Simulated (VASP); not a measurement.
# SnSe (Fmmm) in VASP: notebook

Runs on SnSe. Level: LDA. Tasks: single point.

All numbers are computed with VASP 6.6.1; they aren't measurements. Logs are shortened: lines on timing, memory, paths and dates and some standing lists are left out, and cuts for length are marked.

## Step 1: The cell of the first run

Symmetry: Fmmm, No. 69, orthorhombic system. Conventional cell: a = 5.805 Å, b = 5.893 Å, c = 5.982 Å, α = 90.00°, β = 90.00°, γ = 90.00°. Within 3.8 Å of Sn (site symmetry mmm) lie 6 Se at 2.90 to 2.99 Å. Within 3.8 Å of Se (site symmetry mmm) lie 6 Sn at 2.90 to 2.99 Å.

## Step 2: Single point, LDA (strain +0.0150 x Voigt [1, -1, 0, 0, 0, 0])

Contents of INCAR:

```
  PREC = Accurate
  ENCUT = 520
  EDIFF = 1E-6
  ISMEAR = 0
  SIGMA = 0.05
  LREAL = F
  LASPH = T
  NELM = 100
  ALGO = Normal
  ISIF = 2
  LWAVE = F
  LCHARG = T
  LELF = T
  LVHAR = T
  NBANDS = 17
```

Contents of KPOINTS:

```
regular mesh
0
Gamma
  8 8 8
```

Contents of POSCAR:

```
SnSe
1.0
    0.0000000000      2.9024480535      2.9466477701
    2.9908474867      0.0000000000      2.9466477701
    2.9908474867      2.9024480535      0.0000000000
Sn Se
1 1
Direct
    0.0000000000      0.0000000000      0.0000000000
    0.5000000000      0.5000000000      0.5000000000
```

Potentials or basis: VASP PAW LDA potentials, release 64 (Sn_d, Se).

Run with:

```
> cat potpaw_LDA.64/Sn_d/POTCAR potpaw_LDA.64/Se/POTCAR > POTCAR
> mpirun -np 1 vasp_std > vasp.out
```

OUTCAR:

```text
PREC = Accurate
   ENCUT = 520
   EDIFF = 1E-6
   ISMEAR = 0
   LREAL = F
   LASPH = T
   NELM = 100
   ISIF = 2

 ion  position               nearest neighbor table
   1  0.000  0.000  0.000-   2 2.90   2 2.90   2 2.95   2 2.95   2 2.99   2 2.99
   2  0.500  0.500  0.500-   1 2.90   1 2.90   1 2.95   1 2.95   1 2.99   1 2.99

  LATTYP: Found a face centered orthorhombic cell.
 ALAT       =     5.8048961070
 B/A-ratio  =     1.0152284264
 C/A-ratio  =     1.0304568528

  Lattice vectors:

 A1 = (  -2.9908474867,   0.0000000000,  -2.9466477701)
 A2 = (  -2.9908474867,   2.9024480535,   0.0000000000)
 A3 = (   0.0000000000,   2.9024480535,  -2.9466477701)

Analysis of symmetry for initial positions (statically):
=====================================================================
 Subroutine PRICEL returns:
 Original cell was already a primitive cell.

 Routine SETGRP: Setting up the symmetry group for a
 face centered orthorhombic supercell.

 Subroutine GETGRP returns: Found  8 space group operations
 (whereof  8 operations were pure point group operations)
 out of a pool of  8 trial point group operations.

The static configuration has the point symmetry D_2h.

Analysis of symmetry for dynamics (positions and initial velocities):
=====================================================================
 Subroutine PRICEL returns:
 Original cell was already a primitive cell.

 Routine SETGRP: Setting up the symmetry group for a
 face centered orthorhombic supercell.

 Subroutine GETGRP returns: Found  8 space group operations
 (whereof  8 operations were pure point group operations)
 out of a pool of  8 trial point group operations.

The dynamic configuration has the point symmetry D_2h.

 Subroutine INISYM returns: Found  8 space group operations
 (whereof  8 operations are pure point group operations),
 and found     1 'primitive' translations

----------------------------------------------------------------------------------------

                                     Primitive cell

  volume of cell :      51.1584

  direct lattice vectors                    reciprocal lattice vectors
     0.000000000  2.902448054  2.946647770    -0.167176696  0.172268372  0.169684346
     2.990847487  0.000000000  2.946647770     0.167176696 -0.172268372  0.169684346
     2.990847487  2.902448054  0.000000000     0.167176696  0.172268372 -0.169684346

  length of vectors
     4.136053407  4.198559487  4.167658022     0.293968054  0.293968054  0.293968054

  position of ions in fractional coordinates (direct lattice)
     0.000000000  0.000000000  0.000000000
     0.500000000  0.500000000  0.500000000

  ion indices of the primitive-cell ions
   primitive index   ion index
                 1           1
                 2           2

----------------------------------------------------------------------------------------

 KPOINTS: regular mesh

Automatic generation of k-mesh.
 Grid dimensions read from file:
 generate k-points for:    8    8    8

 Generating k-lattice:

  Cartesian coordinates                     Fractional coordinates (reciprocal lattice)
    -0.020897087  0.021533546  0.021210543     0.125000000  0.000000000  0.000000000
     0.020897087 -0.021533546  0.021210543     0.000000000  0.125000000  0.000000000
     0.020897087  0.021533546 -0.021210543    -0.000000000 -0.000000000  0.125000000

  Length of vectors
     0.036746007  0.036746007  0.036746007

  Shift w.r.t. Gamma in fractional coordinates (k-lattice)
     0.000000000  0.000000000  0.000000000

 Subroutine IBZKPT returns following result:
 ===========================================

 Found     95 irreducible k-points:

 Following reciprocal coordinates:
            Coordinates               Weight
  0.000000  0.000000  0.000000      1.000000
  0.125000  0.000000  0.000000      8.000000
  0.250000  0.000000  0.000000      8.000000
  0.375000  0.000000  0.000000      8.000000
  0.500000  0.000000  0.000000      4.000000
  0.125000  0.125000  0.000000      2.000000
[... 16 lines left out ...]
  0.250000  0.000000  0.125000      8.000000
  0.375000 -0.000000  0.125000      8.000000
 [... further k-points ...]
   k-points           NKPTS =     95   k-points in BZ     NKDIM =     95   number of bands    NBANDS=     17
   number of dos      NEDOS =    301   number of ions     NIONS =      2
   total plane-waves  NPLWV =  32768
   dimension x,y,z NGX =    32 NGY =   32 NGZ =   32
   dimension x,y,z NGXF=    64 NGYF=   64 NGZF=   64
   ions per type =               1   1
   NGX,Y,Z   is equivalent  to a cutoff of  12.86, 12.67, 12.76 a.u.
   NGXF,Y,Z  is equivalent  to a cutoff of  25.72, 25.34, 25.53 a.u.
 SYSTEM =  unknown system
   PREC   = accura    normal or accurate (medium, high low for compatibility)
   ISTART =      0    job   : 0-new  1-cont  2-samecut
   ICHARG =      2    charge: 1-file 2-atom 10-const
   ISPIN  =      1    spin polarized calculation?
   LNONCOLLINEAR =      F non collinear calculations
   LSORBIT =      F    spin-orbit coupling
   LASPH  =      T    aspherical Exc in radial PAW
   ENCUT  =  520.0 eV  38.22 Ry    6.18 a.u.   7.69  7.81  7.75*2*pi/ulx,y,z
   NELM   =    100;   NELMIN=  2; NELMDL= -5     # of ELM steps
   EDIFF  = 0.1E-05   stopping-criterion for ELM
   LREAL  =      F    real-space projection
   EDIFFG = 0.1E-04   stopping-criterion for IOM
   NSW    =      0    number of steps for IOM
   IBRION =     -1    ionic relax: 0-MD 1-quasi-New 2-CG
   NFREE  =      0    steps in history (QN), initial steepest desc. (CG)
   ISIF   =      2    stress and relaxation
   ISYM   =      2    0-nonsym 1-usesym 2-fastsym
   POTIM  = 0.5000    time-step for ionic-motion
   TEBEG  =    0.0;   TEEND  =   0.0 temperature during run
   PSTRESS=    0.0 pullay stress
   NELECT =      20.0000    total number of electrons
   NUPDOWN=      -1.0000    fix difference up-down
   EMIN   =  10.00;   EMAX   =-10.00  energy-range for DOS
   EFERMI =   0.00;   METHOD = LEGACY
   ISMEAR =     0;   SIGMA  =   0.05  broadening in eV -4-tet -1-fermi 0-gaus
   EFERMI_NEDOS =   21; number of points for ismear=-14 and -15
   IALGO  =     38    algorithm
   IMIX   =      4    mixing-type and parameters
     AMIX     =   0.40;   BMIX     =  1.00
     AMIX_MAG =   1.60;   BMIX_MAG =  1.00
  volume/ion in A,a.u.               =      25.58       172.62
  Fermi-wavevector in a.u.,A,eV,Ry     =   1.197051  2.262098 19.496199  1.432930
  Thomas-Fermi vector in A             =   2.332975
   LORBIT       =      0    0 simple, 1 ext, 2 COOP (PROOUT), +10 PAW based schemes
   GGA     = CA    functional components
   LHFCALC =     F    Hartree Fock is set to
   AEXX    =    0.0000 exact exchange contribution
   IVDW    =     0    specifies the selected vdW correction
   LEPSILON=     F    determine dielectric tensor
   LRPA    =     F    only Hartree local field effects (RPA)
 non-spin polarized calculation
 Gauss-broadening in eV      SIGMA  =   0.05
  energy-cutoff  :      520.00
  volume of cell :       51.16
 maximum number of plane-waves:      1395
   NGX = 15   NGY = 15   NGZ = 15

 number of electron      20.0000000 magnetization

 Free energy of the ion-electron system (eV)
  ---------------------------------------------------
  ext. energy  EPLUGINS =         0.00000000
  ---------------------------------------------------
  free energy    TOTEN  =        -9.49922269 eV

  energy without entropy =       -9.49922269  energy(sigma->0) =       -9.49922269

 E-fermi :   6.3248     XC(G=0): -10.1679

 val. band max:        6.0757009141   @ k =   0.3750   0.1250   0.1250
 cond. band min:       6.7942095332   @ k =  -0.3750   0.1250   0.0000
 fundamental gap:      0.7185086192
 Fermi energy:         6.3247736918

 k-point     1 :       0.0000    0.0000    0.0000
  band No.  band energies     occupation
      1     -15.3353      2.00000
      2     -15.3285      2.00000
      3     -15.3263      2.00000
      4     -15.3255      2.00000
      5     -15.3223      2.00000
      6      -8.1576      2.00000
[... 9 lines left out ...]
     16      12.0742      0.00000
     17      14.1975      0.00000

 k-point     2 :       0.1250    0.0000    0.0000
  band No.  band energies     occupation
      1     -15.3361      2.00000
      2     -15.3286      2.00000
      3     -15.3267      2.00000
      4     -15.3237      2.00000
      5     -15.3205      2.00000
      6      -8.0340      2.00000
[... 9 lines left out ...]
     16      12.4061      0.00000
     17      15.2508      0.00000

 k-point     3 :       0.2500    0.0000    0.0000
  band No.  band energies     occupation
      1     -15.3390      2.00000
      2     -15.3326      2.00000
      3     -15.3251      2.00000
      4     -15.3184      2.00000
      5     -15.3149      2.00000
      6      -7.6977      2.00000
[... 9 lines left out ...]
     16      13.3722      0.00000
     17      17.4091      0.00000

 k-point     4 :       0.3750    0.0000    0.0000
  band No.  band energies     occupation
      1     -15.3423      2.00000
      2     -15.3369      2.00000
      3     -15.3239      2.00000
      4     -15.3129      2.00000
      5     -15.3086      2.00000
      6      -7.2819      2.00000
[... 9 lines left out ...]
     16      14.9321      0.00000
     17      17.8681      0.00000

 k-point     5 :       0.5000    0.0000    0.0000
  band No.  band energies     occupation
      1     -15.3438      2.00000
      2     -15.3387      2.00000
      3     -15.3235      2.00000
      4     -15.3106      2.00000
      5     -15.3059      2.00000
      6      -7.0722      2.00000
[... 9 lines left out ...]
     16      16.4902      0.00000
     17      16.6296      0.00000

 k-point     6 :       0.1250    0.1250    0.0000
  band No.  band energies     occupation
      1     -15.3366      2.00000
      2     -15.3277      2.00000
      3     -15.3268      2.00000
      4     -15.3255      2.00000
      5     -15.3185      2.00000
      6      -7.9923      2.00000
[... 9 lines left out ...]
     16      13.1656      0.00000
     17      14.4803      0.00000

 k-point     7 :       0.2500    0.1250    0.0000
  band No.  band energies     occupation
      1     -15.3402      2.00000
      2     -15.3301      2.00000
      3     -15.3267      2.00000
      4     -15.3210      2.00000
      5     -15.3134      2.00000
      6      -7.7252      2.00000
[... 9 lines left out ...]
     16      14.0894      0.00000
     17      15.8038      0.00000

 k-point     8 :       0.3750    0.1250    0.0000
  band No.  band energies     occupation
      1     -15.3440      2.00000
      2     -15.3341      2.00000
      3     -15.3244      2.00000
      4     -15.3164      2.00000
      5     -15.3078      2.00000
      6      -7.3278      2.00000
[... 9 lines left out ...]
     16      15.5272      0.00000
     17      17.6145      0.00000
[... 203 lines left out ...]
      1     -15.3668      2.00000
      2     -15.3319      2.00000
      3     -15.3235      2.00000
      4     -15.3096      2.00000
      5     -15.2978      2.00000
      6      -6.7864      2.00000
[... 9 lines left out ...]
     16      17.5136      0.00000
     17      18.0680      0.00000

 k-point    20 :      -0.3750    0.3750    0.0000
  band No.  band energies     occupation
      1     -15.3610      2.00000
      2     -15.3280      2.00000
      3     -15.3259      2.00000
      4     -15.3123      2.00000
      5     -15.3005      2.00000
      6      -6.7350      2.00000
[... 9 lines left out ...]
     16      16.4939      0.00000
     17      18.7819      0.00000

 k-point    21 :       0.5000    0.5000    0.0000
  band No.  band energies     occupation
      1     -15.3719      2.00000
      2     -15.3345      2.00000
      3     -15.3210      2.00000
      4     -15.3077      2.00000
      5     -15.2955      2.00000
      6      -6.7275      2.00000
[... 9 lines left out ...]
     16      18.4406      0.00000
     17      18.6772      0.00000

 k-point    22 :       0.1250    0.0000    0.1250
  band No.  band energies     occupation
      1     -15.3344      2.00000
      2     -15.3299      2.00000
      3     -15.3297      2.00000
      4     -15.3222      2.00000
      5     -15.3186      2.00000
      6      -7.9858      2.00000
[... 9 lines left out ...]
     16      13.1241      0.00000
     17      14.4391      0.00000

 k-point    23 :       0.2500    0.0000    0.1250
  band No.  band energies     occupation
      1     -15.3371      2.00000
      2     -15.3326      2.00000
      3     -15.3298      2.00000
      4     -15.3178      2.00000
      5     -15.3136      2.00000
      6      -7.7127      2.00000
[... 9 lines left out ...]
     16      14.1199      0.00000
     17      15.7822      0.00000

 k-point    24 :       0.3750   -0.0000    0.1250
  band No.  band energies     occupation
      1     -15.3416      2.00000
      2     -15.3363      2.00000
      3     -15.3273      2.00000
      4     -15.3135      2.00000
      5     -15.3076      2.00000
      6      -7.3127      2.00000
[... 9 lines left out ...]
     16      15.6072      0.00000
     17      17.6661      0.00000

 [... further k-points ...]

------------------------ aborting loop because EDIFF is reached ----------------------------------------

  FORCE on cell =-STRESS in cart. coord.  units (eV):
  Direction    XX          YY          ZZ          XY          YZ          ZX
  --------------------------------------------------------------------------------------
  -------------------------------------------------------------------------------------
  Total       -0.6036571      0.7970816      0.0397394      0.0000000     -0.0000000      0.0000000
  in kB      -18.9053171     24.9629781      1.2445577      0.0000000     -0.0000000      0.0000000
  external PRESSURE =       2.4340729 kB  Pullay stress =       0.0000000 kB

 VOLUME and BASIS-vectors are now :
 -----------------------------------------------------------------------------
  energy-cutoff  :      520.00
  volume of cell :       51.16
      direct lattice vectors                 reciprocal lattice vectors
     0.000000000  2.902448054  2.946647770    -0.167176696  0.172268372  0.169684346
     2.990847487  0.000000000  2.946647770     0.167176696 -0.172268372  0.169684346
     2.990847487  2.902448054  0.000000000     0.167176696  0.172268372 -0.169684346

 POSITION                                       TOTAL-FORCE (eV/Angst)
 -----------------------------------------------------------------------------------
      0.00000      0.00000      0.00000        -0.000000      0.000000      0.000000
      2.99085      2.90245      2.94665         0.000000     -0.000000     -0.000000
 -----------------------------------------------------------------------------------
    total drift:                                0.000000     -0.000000     -0.000000

  FREE ENERGIE OF THE ION-ELECTRON SYSTEM (eV)
  ---------------------------------------------------
  free  energy   TOTEN  =        -9.4992226943 eV

  energy  without entropy=       -9.4992226943  energy(sigma->0) =       -9.49922269
```

Run time: 85 s. Hardware: 1 thread of Intel Xeon 8259CL, shared host; peak memory 0.21 GiB.

Results:

```
Free energy            : -9.4992 eV
Pressure               : 0.2 GPa
Band gap on the k mesh : 0.72 eV (least direct gap 0.82 eV)
```

Caveat: the cell differs from its parent crystal (strain +0.0150 x Voigt [1, -1, 0, 0, 0, 0]); spin-orbit coupling is left out, which moves the levels of the heavy elements. A k mesh can miss the band edges.

(Continued in part 2 of 2.)
